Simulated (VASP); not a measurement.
# BAs (F-43m) in VASP: a series of runs

The runs below take BAs through electric field gradients, with LDA.

Program: VASP 6.6.1. These are calculated values, not measurements. Logs are shortened: lines on timing, memory, paths and dates and some standing lists are left out, and cuts for length are marked.

## (1) The cell of the first run

The structure is cubic, space group F-43m (No. 216). Conventional cell: a = 4.712 Å, b = 4.712 Å, c = 4.712 Å, α = 90.00°, β = 90.00°, γ = 90.00°. B (site symmetry -43m) has 4 As at 2.04 Å within 2.7 Å. Within 2.7 Å of As (site symmetry -43m) lie 4 B at 2.04 Å.

## (2) Electric field gradients, LDA (volume scaled by 0.96)

The input, INCAR:

```
PREC = Accurate ; ENCUT = 520
EDIFF = 1E-8 ; ISMEAR = -1
SIGMA = 0.05 ; LREAL = False
LASPH = True ; NELM = 60
ALGO = Normal ; ISIF = 2
LWAVE = False ; LCHARG = False
GGA = CA ; LEFG = True
NBANDS = 11
```

The input, KPOINTS:

```
Automatic mesh
0
Gamma
  13 13 13
```

The input, POSCAR:

```
BAs
1.0
    0.0000000000      2.3562190158      2.3562190158
    2.3562190158      0.0000000000      2.3562190158
    2.3562190158      2.3562190158      0.0000000000
B As
1 1
Direct
    0.0000000000      0.0000000000      0.0000000000
    0.7500000000      0.7500000000      0.7500000000
```

Potentials or basis: VASP PAW LDA potentials, release 64 (B, As).

The run is started by

```
cat potpaw_LDA.64/B/POTCAR potpaw_LDA.64/As/POTCAR > POTCAR
mpirun -np 1 vasp_std > vasp.out
```

OUTCAR:

```text
PREC = Accurate
   ENCUT = 520
   EDIFF = 1E-8
   ISMEAR = -1
   LREAL = False
   LASPH = True
   NELM = 60
   ISIF = 2
   GGA = CA

 ion  position               nearest neighbor table
   1  0.000  0.000  0.000-   2 2.04   2 2.04   2 2.04   2 2.04
   2  0.750  0.750  0.750-   1 2.04   1 2.04   1 2.04   1 2.04

  LATTYP: Found a face centered cubic cell.
 ALAT       =     4.7124380316

  Lattice vectors:

 A1 = (   0.0000000000,   2.3562190158,   2.3562190158)
 A2 = (   2.3562190158,   0.0000000000,   2.3562190158)
 A3 = (   2.3562190158,   2.3562190158,   0.0000000000)

Analysis of symmetry for initial positions (statically):
=====================================================================
 Subroutine PRICEL returns:
 Original cell was already a primitive cell.

 Routine SETGRP: Setting up the symmetry group for a
 face centered cubic supercell.

 Subroutine GETGRP returns: Found 24 space group operations
 (whereof 24 operations were pure point group operations)
 out of a pool of 48 trial point group operations.

The static configuration has the point symmetry T_d .

Analysis of symmetry for dynamics (positions and initial velocities):
=====================================================================
 Subroutine PRICEL returns:
 Original cell was already a primitive cell.

 Routine SETGRP: Setting up the symmetry group for a
 face centered cubic supercell.

 Subroutine GETGRP returns: Found 24 space group operations
 (whereof 24 operations were pure point group operations)
 out of a pool of 48 trial point group operations.

The dynamic configuration has the point symmetry T_d .

 Subroutine INISYM returns: Found 24 space group operations
 (whereof 24 operations are pure point group operations),
 and found     1 'primitive' translations

----------------------------------------------------------------------------------------

                                     Primitive cell

  volume of cell :      26.1624

  direct lattice vectors                    reciprocal lattice vectors
     0.000000000  2.356219016  2.356219016    -0.212204382  0.212204382  0.212204382
     2.356219016  0.000000000  2.356219016     0.212204382 -0.212204382  0.212204382
     2.356219016  2.356219016  0.000000000     0.212204382  0.212204382 -0.212204382
[... 126 lines left out ...]
  ext. energy  EPLUGINS =         0.00000000
  ---------------------------------------------------
  free energy    TOTEN  =       -12.92227978 eV

  energy without entropy =      -12.92227967  energy(sigma->0) =      -12.92227973

 E-fermi :   7.1539     XC(G=0): -10.9548

 val. band max:        6.6252503410   @ k =   0.0000   0.0000   0.0000
 cond. band min:       7.7181289671   @ k =   0.3846   0.3846   0.0000
 fundamental gap:      1.0928786261
 Fermi energy:         7.1538505960

 k-point     1 :       0.0000    0.0000    0.0000
  band No.  band energies     occupation
      1      -9.1276      2.00000
      2       6.6253      1.99995
      3       6.6253      1.99995
      4       6.6253      1.99995
      5       9.9284      0.00000
      6       9.9284      0.00000
      7       9.9284      0.00000
      8      11.8452      0.00000
      9      16.1912      0.00000
     10      19.8298      0.00000
     11      19.8298      0.00000
[... 309 lines left out ...]
 k-point    24 :       0.4615    0.1538    0.0000
  band No.  band energies     occupation
      1      -6.2749      2.00000
      2      -1.4293      2.00000
      3       3.2539      2.00000
      4       3.9705      2.00000
      5       9.7186      0.00000
      6      12.1389      0.00000
      7      13.0059      0.00000
      8      14.6323      0.00000
      9      18.4115      0.00000
     10      20.8748      0.00000
     11      21.8923      0.00000

 [... further k-points ...]
[... 5 lines left out ...]
  --------------------------------------------------------------------------------------
  -------------------------------------------------------------------------------------
  Total        0.4743898      0.4743898      0.4743898     -0.0000000      0.0000000     -0.0000000
  in kB       29.0515279     29.0515279     29.0515279     -0.0000000      0.0000000     -0.0000000
  external PRESSURE =      29.0515279 kB  Pullay stress =       0.0000000 kB

 VOLUME and BASIS-vectors are now :
 -----------------------------------------------------------------------------
  energy-cutoff  :      520.00
  volume of cell :       26.16
      direct lattice vectors                 reciprocal lattice vectors
     0.000000000  2.356219016  2.356219016    -0.212204382  0.212204382  0.212204382
     2.356219016  0.000000000  2.356219016     0.212204382 -0.212204382  0.212204382
     2.356219016  2.356219016  0.000000000     0.212204382  0.212204382 -0.212204382

 POSITION                                       TOTAL-FORCE (eV/Angst)
 -----------------------------------------------------------------------------------
      0.00000      0.00000      0.00000         0.000000     -0.000000     -0.000000
      3.53433      3.53433      3.53433        -0.000000      0.000000      0.000000
 -----------------------------------------------------------------------------------
    total drift:                                0.000000      0.000000      0.000000

  FREE ENERGIE OF THE ION-ELECTRON SYSTEM (eV)
  ---------------------------------------------------
  free  energy   TOTEN  =       -12.9222797801 eV

  energy  without entropy=      -12.9222796739  energy(sigma->0) =      -12.92227973

 Electric field gradients (V/A^2)
---------------------------------------------------------------------
 ion       V_xx      V_yy      V_zz      V_xy      V_xz      V_yz
---------------------------------------------------------------------
   1       0.000     0.000     0.000     0.000     0.000     0.000
   2      -0.000     0.000     0.000     0.000     0.000     0.000
---------------------------------------------------------------------

 Electric field gradients after diagonalization (V/A^2)
 (convention: |V_zz| > |V_xx| > |V_yy|)
----------------------------------------------------------------------
 ion       V_xx      V_yy      V_zz     asymmetry (V_yy - V_xx)/ V_zz
----------------------------------------------------------------------
   1      -0.000    -0.000     0.000       0.000
   2      -0.000    -0.000     0.000       0.000
----------------------------------------------------------------------

           NMR quadrupolar parameters

 Cq : quadrupolar parameter    Cq=e*Q*V_zz/h
 eta: asymmetry parameters     (V_yy - V_xx)/ V_zz
 Q  : nuclear electric quadrupole moment in mb (millibarn)
----------------------------------------------------------------------
 ion       Cq(MHz)       eta       Q (mb)
----------------------------------------------------------------------
   1       0.000       0.000       1.000
   2       0.000       0.000       1.000
----------------------------------------------------------------------
```

It took 30 s on 1 thread of Intel Xeon 6975P-C, shared host; peak memory 0.16 GiB.

Results:

```
Free energy            : -12.9223 eV
Pressure               : 2.9 GPa
Band gap on the k mesh : 1.09 eV, indirect (least direct gap 3.30 eV)
```

Caveat: without QUAD_EFG the Cq values of the log hold for a quadrupole moment of 1 mb, not for the nuclei.

## (3) Electric field gradients, LDA (volume scaled by 0.98)

The input, INCAR:

```
SYSTEM = BAs
ALGO     = Normal         ! electronic algorithm
EDIFF    = 1E-8           ! SCF threshold, eV
ENCUT    = 520            ! plane-wave cutoff, eV
ISIF     = 2              ! what is computed and relaxed
ISMEAR   = -1             ! smearing method
LASPH    = .TRUE.         ! aspherical terms in the spheres
LCHARG   = .FALSE.        ! write CHGCAR
LEFG     = .TRUE.       
LREAL    = .FALSE.        ! projectors in reciprocal space
LWAVE    = .FALSE.        ! write WAVECAR
NBANDS   = 11             ! bands
NELM     = 80             ! most SCF steps
PREC     = Accurate       ! precision mode
SIGMA    = 0.05           ! smearing width, eV
```

The input, KPOINTS:

```
k-points
0
G
  13 13 13
  0 0 0
```

The input, POSCAR:

```
BAs
1.0
    0.0000000000      2.3724693156      2.3724693156
    2.3724693156      0.0000000000      2.3724693156
    2.3724693156      2.3724693156      0.0000000000
B As
1 1
Direct
    0.0000000000      0.0000000000      0.0000000000
    0.7500000000      0.7500000000      0.7500000000
```

Potentials or basis: VASP PAW LDA potentials, release 64 (B, As).

The run is started by

```
cat potpaw_LDA.64/B/POTCAR potpaw_LDA.64/As/POTCAR > POTCAR
mpirun -np 1 vasp_std > vasp.out
```

OUTCAR:

```text
SYSTEM = BAs
   EDIFF = 1E-8
   ENCUT = 520
   ISIF = 2
   ISMEAR = -1
   LASPH = .TRUE.
   LREAL = .FALSE.
   NELM = 80
   PREC = Accurate

 ion  position               nearest neighbor table
   1  0.000  0.000  0.000-   2 2.05   2 2.05   2 2.05   2 2.05
   2  0.750  0.750  0.750-   1 2.05   1 2.05   1 2.05   1 2.05

  LATTYP: Found a face centered cubic cell.
 ALAT       =     4.7449386312

  Lattice vectors:

 A1 = (   0.0000000000,   2.3724693156,   2.3724693156)
 A2 = (   2.3724693156,   0.0000000000,   2.3724693156)
 A3 = (   2.3724693156,   2.3724693156,   0.0000000000)

Analysis of symmetry for initial positions (statically):
=====================================================================
 Subroutine PRICEL returns:
 Original cell was already a primitive cell.

 Routine SETGRP: Setting up the symmetry group for a
 face centered cubic supercell.

 Subroutine GETGRP returns: Found 24 space group operations
 (whereof 24 operations were pure point group operations)
 out of a pool of 48 trial point group operations.

The static configuration has the point symmetry T_d .

Analysis of symmetry for dynamics (positions and initial velocities):
=====================================================================
 Subroutine PRICEL returns:
 Original cell was already a primitive cell.

 Routine SETGRP: Setting up the symmetry group for a
 face centered cubic supercell.

 Subroutine GETGRP returns: Found 24 space group operations
 (whereof 24 operations were pure point group operations)
 out of a pool of 48 trial point group operations.

The dynamic configuration has the point symmetry T_d .

 Subroutine INISYM returns: Found 24 space group operations
 (whereof 24 operations are pure point group operations),
 and found     1 'primitive' translations

----------------------------------------------------------------------------------------

                                     Primitive cell

  volume of cell :      26.7074

  direct lattice vectors                    reciprocal lattice vectors
     0.000000000  2.372469316  2.372469316    -0.210750882  0.210750882  0.210750882
     2.372469316  0.000000000  2.372469316     0.210750882 -0.210750882  0.210750882
     2.372469316  2.372469316  0.000000000     0.210750882  0.210750882 -0.210750882

  length of vectors
     3.355178282  3.355178282  3.355178282     0.365031235  0.365031235  0.365031235

  position of ions in fractional coordinates (direct lattice)
     0.000000000  0.000000000  0.000000000
     0.750000000  0.750000000  0.750000000

  ion indices of the primitive-cell ions
   primitive index   ion index
                 1           1
                 2           2

----------------------------------------------------------------------------------------

 KPOINTS: k-points

Automatic generation of k-mesh.
 Grid dimensions read from file:
 generate k-points for:   13   13   13

 Generating k-lattice:

[... 77 lines left out ...]
   EFERMI_NEDOS =   21; number of points for ismear=-14 and -15
   IALGO  =     38    algorithm
   IMIX   =      4    mixing-type and parameters
     AMIX     =   0.40;   BMIX     =  1.00
     AMIX_MAG =   1.60;   BMIX_MAG =  1.00
  volume/ion in A,a.u.               =      13.35        90.12
  Fermi-wavevector in a.u.,A,eV,Ry     =   1.095370  2.069949 16.324756  1.199836
  Thomas-Fermi vector in A             =   2.231692
   LORBIT       =      0    0 simple, 1 ext, 2 COOP (PROOUT), +10 PAW based schemes
   GGA     = CA    functional components
   LHFCALC =     F    Hartree Fock is set to
   AEXX    =    0.0000 exact exchange contribution
   IVDW    =     0    specifies the selected vdW correction
   LEPSILON=     F    determine dielectric tensor
   LRPA    =     F    only Hartree local field effects (RPA)
 non-spin polarized calculation
  energy-cutoff  :      520.00
  volume of cell :       26.71
 maximum number of plane-waves:       736
 NGX is ok and might be reduce to    28
   NGX = 13   NGY = 13   NGZ = 13

 number of electron       8.0000000 magnetization

 Free energy of the ion-electron system (eV)
  ---------------------------------------------------
  ext. energy  EPLUGINS =         0.00000000
  ---------------------------------------------------
  free energy    TOTEN  =       -12.92686002 eV

  energy without entropy =      -12.92685993  energy(sigma->0) =      -12.92685998

 E-fermi :   6.9245     XC(G=0): -10.8683

 val. band max:        6.3865377785   @ k =   0.0000   0.0000   0.0000
 cond. band min:       7.4973326533   @ k =   0.3846   0.3846   0.0000
 fundamental gap:      1.1107948748
 Fermi energy:         6.9245332878

 k-point     1 :       0.0000    0.0000    0.0000
  band No.  band energies     occupation
      1      -9.1745      2.00000
      2       6.3865      1.99996
      3       6.3865      1.99996
      4       6.3865      1.99996
      5       9.6622      0.00000
      6       9.6622      0.00000
      7       9.6622      0.00000
      8      11.3386      0.00000
      9      15.8454      0.00000
     10      19.5038      0.00000
     11      19.5038      0.00000
[... 309 lines left out ...]
 k-point    24 :       0.4615    0.1538    0.0000
  band No.  band energies     occupation
      1      -6.3874      2.00000
      2      -1.5449      2.00000
      3       3.0657      2.00000
      4       3.7867      2.00000
      5       9.4501      0.00000
      6      11.7975      0.00000
      7      12.7049      0.00000
      8      14.3079      0.00000
      9      18.0672      0.00000
     10      20.4735      0.00000
     11      21.4935      0.00000

 [... further k-points ...]

------------------------ aborting loop because EDIFF is reached ----------------------------------------

  FORCE on cell =-STRESS in cart. coord.  units (eV):
  Direction    XX          YY          ZZ          XY          YZ          ZX
  --------------------------------------------------------------------------------------
  -------------------------------------------------------------------------------------
  Total       -0.0410232     -0.0410232     -0.0410232     -0.0000000      0.0000000     -0.0000000
  in kB       -2.4609797     -2.4609797     -2.4609797     -0.0000000      0.0000000     -0.0000000
  external PRESSURE =      -2.4609797 kB  Pullay stress =       0.0000000 kB

 VOLUME and BASIS-vectors are now :
 -----------------------------------------------------------------------------
  energy-cutoff  :      520.00
  volume of cell :       26.71
      direct lattice vectors                 reciprocal lattice vectors
     0.000000000  2.372469316  2.372469316    -0.210750882  0.210750882  0.210750882
     2.372469316  0.000000000  2.372469316     0.210750882 -0.210750882  0.210750882
     2.372469316  2.372469316  0.000000000     0.210750882  0.210750882 -0.210750882

 POSITION                                       TOTAL-FORCE (eV/Angst)
 -----------------------------------------------------------------------------------
      0.00000      0.00000      0.00000        -0.000000     -0.000000      0.000000
      3.55870      3.55870      3.55870         0.000000      0.000000     -0.000000
 -----------------------------------------------------------------------------------
    total drift:                                0.000000      0.000000      0.000000

  FREE ENERGIE OF THE ION-ELECTRON SYSTEM (eV)
  ---------------------------------------------------
  free  energy   TOTEN  =       -12.9268600234 eV

  energy  without entropy=      -12.9268599329  energy(sigma->0) =      -12.92685998

 Electric field gradients (V/A^2)
---------------------------------------------------------------------
 ion       V_xx      V_yy      V_zz      V_xy      V_xz      V_yz
---------------------------------------------------------------------
   1      -0.000     0.000    -0.000     0.000     0.000     0.000
   2       0.000     0.000    -0.000     0.000     0.000     0.000
---------------------------------------------------------------------

 Electric field gradients after diagonalization (V/A^2)
 (convention: |V_zz| > |V_xx| > |V_yy|)
----------------------------------------------------------------------
 ion       V_xx      V_yy      V_zz     asymmetry (V_yy - V_xx)/ V_zz
----------------------------------------------------------------------
   1      -0.000    -0.000     0.000       0.000
   2      -0.000    -0.000     0.000       0.000
----------------------------------------------------------------------

           NMR quadrupolar parameters

 Cq : quadrupolar parameter    Cq=e*Q*V_zz/h
 eta: asymmetry parameters     (V_yy - V_xx)/ V_zz
 Q  : nuclear electric quadrupole moment in mb (millibarn)
----------------------------------------------------------------------
 ion       Cq(MHz)       eta       Q (mb)
----------------------------------------------------------------------
   1       0.000       0.000       1.000
   2       0.000       0.000       1.000
----------------------------------------------------------------------
```

It took 22 s on 1 thread of Intel Xeon 6975P-C, shared host; peak memory 0.16 GiB.

What came out:

| Property | Result |
| --- | --- |
| Free energy | -12.9269 eV |
| Pressure | -0.2 GPa |
| Band gap on the k mesh | 1.11 eV, indirect (least direct gap 3.28 eV) |

Levels at points of the mesh, in eV from the valence-band top:
```
           k point  band 1  band 2  band 3  band 4  band 5  band 6  band 7  band 8
(0.00, 0.00, 0.00)  -15.56    0.00    0.00    0.00    3.28    3.28    3.28    4.95
```

Caveat: without QUAD_EFG the Cq values of the log hold for a quadrupole moment of 1 mb, not for the nuclei. A k mesh can miss the band edges.
